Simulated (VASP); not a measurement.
# NiO2 (P-3m1) in VASP: relaxation of cell and atoms with r2SCAN

Aim: the relaxation of cell and atoms of NiO2 with r2SCAN.

All numbers are computed with VASP 6.6.1; they aren't measurements. Logs are shortened: lines on timing, memory, paths and dates and some standing lists are left out, and cuts for length are marked.

### Step 1. The cell of the first run

Symmetry: P-3m1, No. 164, trigonal system. Conventional cell: a = 2.799 Å, b = 2.799 Å, c = 4.618 Å, α = 90.00°, β = 90.00°, γ = 120.00°. Ni (site symmetry -3m) has 6 O at 1.88 Å within 2.5 Å. Within 2.5 Å of O (site symmetry 3m) lie 3 Ni at 1.88 Å and 3 O at 2.50 Å.

### Step 2. Relaxation of cell and atoms, r2SCAN

Contents of POSCAR:

```
NiO2
1.0
    2.7987818650      0.0000000000      0.0000000000
   -1.3993909325      2.4238161948      0.0000000000
    0.0000000000      0.0000000000      4.6182730000
Ni O
1 2
Direct
    0.0000000000      0.0000000000      0.5000000000
    0.6666666700      0.3333333300      0.7060390000
    0.3333333300      0.6666666700      0.2939610000
```

Contents of INCAR.step1:

```
PREC = Accurate ; ENCUT = 770
ISMEAR = 0 ; SIGMA = 0.1
LREAL = False ; LASPH = True
NELM = 120 ; GGA = PE
ALGO = Normal ; EDIFF = 1E-5
LWAVE = True ; LCHARG = False
GGA_COMPAT = False ; IBRION = 2
ISIF = 3 ; EDIFFG = -0.005
NELMIN = 4 ; NSW = 100
```

Contents of INCAR.step2:

```
PREC = Accurate ; ENCUT = 770
EDIFF = 1E-7 ; ISMEAR = 0
SIGMA = 0.1 ; LREAL = False
LASPH = True ; NELM = 120
ALGO = Normal ; ISIF = 3
LWAVE = False ; LCHARG = False
METAGGA = R2SCAN ; LMIXTAU = True
IBRION = 2 ; NSW = 90
EDIFFG = -0.04 ; ISTART = 1
GGA_COMPAT = False ; NELMIN = 4
```

Contents of KPOINTS:

```
Automatic mesh
0
Gamma
  6 6 4
```

Potentials or basis: VASP PAW PBE potentials, release 64 (Ni_sv_GW, O).

Run with:

```console
$ cat potpaw_PBE.64/Ni_sv_GW/POTCAR potpaw_PBE.64/O/POTCAR > POTCAR
$ cp INCAR.step1 INCAR
$ mpirun -np 1 vasp_std > vasp.out
$ cp INCAR.step2 INCAR
$ mpirun -np 1 vasp_std > vasp.out
```

OUTCAR:

```text
PREC = Accurate
   ENCUT = 770
   EDIFF = 1E-7
   ISMEAR = 0
   LREAL = False
   LASPH = True
   NELM = 120
   ISIF = 3
   METAGGA = R2SCAN
   IBRION = 2
   NSW = 90
   EDIFFG = -0.04
   ISTART = 1
   NELMIN = 4

 ion  position               nearest neighbor table
   1  0.000  0.000  0.500-   2 1.88   3 1.88   2 1.88   3 1.88   2 1.88   3 1.88
   2  0.667  0.333  0.706-   1 1.88   1 1.88   1 1.88
   3  0.333  0.667  0.294-   1 1.88   1 1.88   1 1.88

  LATTYP: Found a hexagonal cell.
 ALAT       =     2.7987818650
 C/A-ratio  =     1.6501010878

  Lattice vectors:

 A1 = (   2.7987818650,   0.0000000000,   0.0000000000)
 A2 = (  -1.3993909325,   2.4238161948,   0.0000000000)
 A3 = (   0.0000000000,   0.0000000000,   4.6182730000)

Analysis of symmetry for initial positions (statically):
=====================================================================
 Subroutine PRICEL returns:
 Original cell was already a primitive cell.

 Routine SETGRP: Setting up the symmetry group for a
 hexagonal supercell.

 Subroutine GETGRP returns: Found 12 space group operations
 (whereof 12 operations were pure point group operations)
 out of a pool of 24 trial point group operations.

The static configuration has the point symmetry D_3d.

Analysis of symmetry for dynamics (positions and initial velocities):
=====================================================================
 Subroutine PRICEL returns:
 Original cell was already a primitive cell.

 Routine SETGRP: Setting up the symmetry group for a
 hexagonal supercell.

 Subroutine GETGRP returns: Found 12 space group operations
 (whereof 12 operations were pure point group operations)
 out of a pool of 24 trial point group operations.

The dynamic configuration has the point symmetry D_3d.

 Subroutine INISYM returns: Found 12 space group operations
 (whereof 12 operations are pure point group operations),
 and found     1 'primitive' translations

----------------------------------------------------------------------------------------

                                     Primitive cell

  volume of cell :      31.3291

  direct lattice vectors                    reciprocal lattice vectors
     2.798781865  0.000000000  0.000000000     0.357298299  0.206286269  0.000000000
    -1.399390933  2.423816195  0.000000000     0.000000000  0.412572538  0.000000000
     0.000000000  0.000000000  4.618273000     0.000000000  0.000000000  0.216531158

  length of vectors
     2.798781865  2.798781865  4.618273000     0.412572538  0.412572538  0.216531158

  position of ions in fractional coordinates (direct lattice)
     0.000000000  0.000000000  0.500000000
     0.666666670  0.333333330  0.706039000
     0.333333330  0.666666670  0.293961000

  ion indices of the primitive-cell ions
   primitive index   ion index
                 1           1
                 2           2
                 3           3

----------------------------------------------------------------------------------------

 KPOINTS: Automatic mesh

Automatic generation of k-mesh.
 Grid dimensions read from file:
 generate k-points for:    6    6    4

 Generating k-lattice:

  Cartesian coordinates                     Fractional coordinates (reciprocal lattice)
     0.059549717  0.034381045  0.000000000     0.166666667  0.000000000  0.000000000
     0.000000000  0.068762090  0.000000000     0.000000000  0.166666667  0.000000000
     0.000000000  0.000000000  0.054132789     0.000000000  0.000000000  0.250000000

  Length of vectors
     0.068762090  0.068762090  0.054132789

  Shift w.r.t. Gamma in fractional coordinates (k-lattice)
     0.000000000  0.000000000  0.000000000

 Subroutine IBZKPT returns following result:
 ===========================================

 Found     24 irreducible k-points:

 Following reciprocal coordinates:
            Coordinates               Weight
  0.000000  0.000000  0.000000      1.000000
  0.166667  0.000000  0.000000      6.000000
  0.333333 -0.000000  0.000000      6.000000
  0.500000  0.000000  0.000000      3.000000
  0.166667  0.166667  0.000000      6.000000
  0.333333  0.166667  0.000000     12.000000
[... 16 lines left out ...]
  0.333333  0.166667  0.500000     12.000000
  0.333333  0.333333  0.500000      2.000000
   k-points           NKPTS =     24   k-points in BZ     NKDIM =     24   number of bands    NBANDS=     19
   number of dos      NEDOS =    301   number of ions     NIONS =      3
   total plane-waves  NPLWV =  32928
   dimension x,y,z NGX =    28 NGY =   28 NGZ =   42
   dimension x,y,z NGXF=    56 NGYF=   56 NGZF=   84
   ions per type =               1   2
   NGX,Y,Z   is equivalent  to a cutoff of  16.63, 16.63, 15.12 a.u.
   NGXF,Y,Z  is equivalent  to a cutoff of  33.26, 33.26, 30.24 a.u.
 SYSTEM =  unknown system
   PREC   = accura    normal or accurate (medium, high low for compatibility)
   ISTART =      1    job   : 0-new  1-cont  2-samecut
   ICHARG =      0    charge: 1-file 2-atom 10-const
   ISPIN  =      1    spin polarized calculation?
   LNONCOLLINEAR =      F non collinear calculations
   LSORBIT =      F    spin-orbit coupling
   LASPH  =      T    aspherical Exc in radial PAW
   ENCUT  =  770.0 eV  56.59 Ry    7.52 a.u.   6.33  6.33 10.45*2*pi/ulx,y,z
   NELM   =    120;   NELMIN=  4; NELMDL=  0     # of ELM steps
   EDIFF  = 0.1E-06   stopping-criterion for ELM
   LREAL  =      F    real-space projection
   EDIFFG = -.4E-01   stopping-criterion for IOM
   NSW    =     90    number of steps for IOM
   IBRION =      2    ionic relax: 0-MD 1-quasi-New 2-CG
   NFREE  =      1    steps in history (QN), initial steepest desc. (CG)
   ISIF   =      3    stress and relaxation
   ISYM   =      2    0-nonsym 1-usesym 2-fastsym
   POTIM  = 0.5000    time-step for ionic-motion
   TEBEG  =    0.0;   TEEND  =   0.0 temperature during run
   PSTRESS=    0.0 pullay stress
   NELECT =      30.0000    total number of electrons
   NUPDOWN=      -1.0000    fix difference up-down
   EMIN   =  10.00;   EMAX   =-10.00  energy-range for DOS
   EFERMI =   0.00;   METHOD = LEGACY
   ISMEAR =     0;   SIGMA  =   0.10  broadening in eV -4-tet -1-fermi 0-gaus
   EFERMI_NEDOS =   21; number of points for ismear=-14 and -15
   IALGO  =     38    algorithm
   IMIX   =      4    mixing-type and parameters
     AMIX     =   0.40;   BMIX     =  1.00
     AMIX_MAG =   1.60;   BMIX_MAG =  1.00
  volume/ion in A,a.u.               =      10.44        70.47
  Fermi-wavevector in a.u.,A,eV,Ry     =   1.613612  3.049285 35.426087  2.603744
  Thomas-Fermi vector in A             =   2.708654
   LORBIT       =      0    0 simple, 1 ext, 2 COOP (PROOUT), +10 PAW based schemes
   METAGGA = R2SCAN    functional components
   LHFCALC =     F    Hartree Fock is set to
   AEXX    =    0.0000 exact exchange contribution
   IVDW    =     0    specifies the selected vdW correction
   LEPSILON=     F    determine dielectric tensor
   LRPA    =     F    only Hartree local field effects (RPA)
 conjugate gradient relaxation of ions
 non-spin polarized calculation
 Gauss-broadening in eV      SIGMA  =   0.10
  energy-cutoff  :      770.00
  volume of cell :       31.33
 maximum number of plane-waves:      1539
 NGX is ok and might be reduce to    28
   NGX = 13   NGY = 13   NGZ = 21

--------------------------------------- Ionic step        1  -------------------------------------------

 number of electron      29.9999991 magnetization

 Free energy of the ion-electron system (eV)
  ---------------------------------------------------
  ext. energy  EPLUGINS =         0.00000000
  ---------------------------------------------------
  free energy    TOTEN  =       -27.56185813 eV

  energy without entropy =      -27.56185813  energy(sigma->0) =      -27.56185813

------------------------ aborting loop because EDIFF is reached ----------------------------------------

  FORCE on cell =-STRESS in cart. coord.  units (eV):
  Direction    XX          YY          ZZ          XY          YZ          ZX
  --------------------------------------------------------------------------------------
  -------------------------------------------------------------------------------------
  Total       -1.0202569     -1.0202569     -0.8144750      0.0000000     -0.0000000      0.0000000
  in kB      -52.1761201    -52.1761201    -41.6523957      0.0000000     -0.0000000      0.0000000
  external PRESSURE =     -48.6682120 kB  Pullay stress =       0.0000000 kB

 VOLUME and BASIS-vectors are now :
 -----------------------------------------------------------------------------
  energy-cutoff  :      770.00
  volume of cell :       31.33
      direct lattice vectors                 reciprocal lattice vectors
     2.798781865  0.000000000  0.000000000     0.357298299  0.206286269  0.000000000
    -1.399390933  2.423816195  0.000000000     0.000000000  0.412572538  0.000000000
     0.000000000  0.000000000  4.618273000     0.000000000  0.000000000  0.216531158
[... 38 lines left out ...]
 POSITION                                       TOTAL-FORCE (eV/Angst)
 -----------------------------------------------------------------------------------
     -0.00000     -0.00000      2.27889         0.000000     -0.000000     -0.000000
      1.37643      0.79468      3.19989        -0.000000     -0.000000      0.677054
     -0.00000      1.58937      1.35789         0.000000      0.000000     -0.677054
 -----------------------------------------------------------------------------------
    total drift:                               -0.000000     -0.000000      0.000000

  FREE ENERGIE OF THE ION-ELECTRON SYSTEM (eV)
  ---------------------------------------------------
  free  energy   TOTEN  =       -27.5445411085 eV

  energy  without entropy=      -27.5445411084  energy(sigma->0) =      -27.54454111

--------------------------------------- Ionic step        3  -------------------------------------------

 number of electron      29.9999996 magnetization

 Free energy of the ion-electron system (eV)
  ---------------------------------------------------
  ext. energy  EPLUGINS =         0.00000000
  ---------------------------------------------------
  free energy    TOTEN  =       -27.57362096 eV

  energy without entropy =      -27.57362096  energy(sigma->0) =      -27.57362096

 E-fermi :   2.1843     XC(G=0): -11.8617

 val. band max:        1.7390380054   @ k =   0.1667   0.0000   0.5000
 cond. band min:       3.2663248530   @ k =   0.3333  -0.0000   0.2500
 fundamental gap:      1.5272868475
 Fermi energy:         2.1843190570

 k-point     1 :       0.0000    0.0000    0.0000
  band No.  band energies     occupation
      1    -106.1091      2.00000
      2     -65.0611      2.00000
      3     -65.0611      2.00000
      4     -64.8134      2.00000
      5     -18.8186      2.00000
      6     -16.3144      2.00000
[... 11 lines left out ...]
     18      10.5357      0.00000
     19      14.0287      0.00000
[... 526 lines left out ...]
 POSITION                                       TOTAL-FORCE (eV/Angst)
 -----------------------------------------------------------------------------------
     -0.00000     -0.00000      2.29714         0.000000     -0.000000      0.000000
      1.39029      0.80268      3.23666        -0.000000     -0.000000      0.012681
     -0.00000      1.60536      1.35762         0.000000      0.000000     -0.012681
 -----------------------------------------------------------------------------------
    total drift:                               -0.000000     -0.000000      0.000000

  FREE ENERGIE OF THE ION-ELECTRON SYSTEM (eV)
  ---------------------------------------------------
  free  energy   TOTEN  =       -27.5736209550 eV

  energy  without entropy=      -27.5736209550  energy(sigma->0) =      -27.57362096

 reached required accuracy - stopping structural energy minimisation
```

Run time: 38 min. Hardware: 1 thread of AMD EPYC 7R43 (Zen 3), shared host; peak memory 0.18 GiB.

What came out:

| Item | Value |
| --- | --- |
| Free energy | -27.5736 eV |
| Relaxed volume | 10.25 Å³/atom |
| Relaxed cell | a = 2.781 Å, b = 2.781 Å, c = 4.594 Å, α = 90.00°, β = 90.00°, γ = 120.00° |
| Space group after relaxing (to 0.1 Å) | P-3m1 (No. 164) |
| Energy gained by relaxing | 3.9 meV/atom |
| Ionic steps | 3 |
| Pressure after relaxing | 0.0 GPa |
| Largest force after relaxing | 0.013 eV/Å |
| Band gap on the k mesh | 1.53 eV (least direct gap 1.94 eV) |

Forces in eV/Å, atoms in the order of the input:
```
Ni   0.000  0.000  0.000
O    0.000  0.000  0.013
O    0.000  0.000 -0.013
```

The path:
```
step  energy change (eV)  largest force (eV/Å)  pressure (GPa)  volume (Å³)
   1              0.0000                0.3798           -4.87        31.33
   2              0.0173                0.6771            8.42        29.91
   3             -0.0118                0.0127           -0.03        30.76
```

Final structure:
```
CELL_PARAMETERS angstrom
2.78057 0.00000 0.00000
-1.39029 2.40805 0.00000
0.00000 0.00000 4.59429
ATOMIC_POSITIONS crystal
Ni 0.00000 0.00000 0.50000
O 0.66667 0.33333 0.70450
O 0.33333 0.66667 0.29550
```

Caveat: the k points lie up to 0.43 Å⁻¹ apart in the final cell; the PAW data sets were made with another functional, which shifts forces and pressure a little; the run has no spin polarisation, though such a crystal can be magnetic. Spin polarisation is off, so any magnetic state and its effect on volume and gap are missing.
